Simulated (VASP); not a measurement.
Al2N:

```
CELL_PARAMETERS angstrom
3.05049 0.00000 0.00000
-1.52525 2.64181 0.00000
0.00000 0.00000 10.35770
ATOMIC_POSITIONS crystal
Al 0.00000 0.00000 0.36779
Al 0.00000 0.00000 0.63221
Al 0.66667 0.33333 0.11708
Al 0.33333 0.66667 0.88292
N 0.66667 0.33333 0.29942
N 0.33333 0.66667 0.70058
```

The cell was built from a structure type or drawn by symmetry, and may not be a known phase.

```yaml
Program: VASP 6.6.1
Task: relaxation of cell and atoms
Functional: PBE
Potentials_or_basis: VASP PAW PBE potentials, release 64 (Al, N)
Cutoff: 600 eV
k_mesh: 12 × 12 × 4
Occupations: gaussian, width 0.1 eV
Spin: no spin polarisation
```

At the start: pressure -0.7 GPa; volume 13.91 Å³/atom.

Q: How do energy, volume and symmetry change on relaxing?

A: Over 19 steps the energy falls by 13.0 meV/atom and the volume is 13.65 Å³/atom (-1.9 %); space group P-3m1 (No. 164, to 0.1 Å) before and after.

The path:
```tsv
step	energy change (eV)	largest force (eV/Å)	pressure (GPa)	volume (Å³)
1	0.0000	0.1455	-0.69	83.47
2	-0.0075	0.3433	0.32	82.75
3	-0.0079	0.4169	0.64	82.54
4	-0.0126	0.4238	0.65	82.41
5	-0.0266	0.4316	0.75	82.02
6	-0.0469	0.3368	1.22	81.24
7	-0.0043	0.7502	3.29	79.64
8	-0.0481	0.3352	1.49	80.99
9	-0.0603	0.3374	0.63	81.36
10	-0.0634	0.3355	-0.03	81.67
11	-0.0702	0.2102	-0.14	81.83
12	-0.0754	0.1479	-0.29	82.13
13	-0.0769	0.0593	-0.01	81.95
14	-0.0772	0.0650	0.17	81.83
15	-0.0779	0.0311	0.03	81.85
16	-0.0779	0.0356	0.00	81.85
17	-0.0779	0.0173	0.02	81.86
18	-0.0780	0.0116	0.03	81.86
19	-0.0780	0.0086	-0.01	81.89
```

Final structure:
```
Al N
1.0
     3.08327    0.00000    0.00000
    -1.54163    2.67019    0.00000
     0.00000    0.00000    9.94625
Al N
4 2
Direct
  0.00000 0.00000 0.36418
  0.00000 0.00000 0.63582
  0.66667 0.33333 0.10405
  0.33333 0.66667 0.89595
  0.66667 0.33333 0.29237
  0.33333 0.66667 0.70763
```
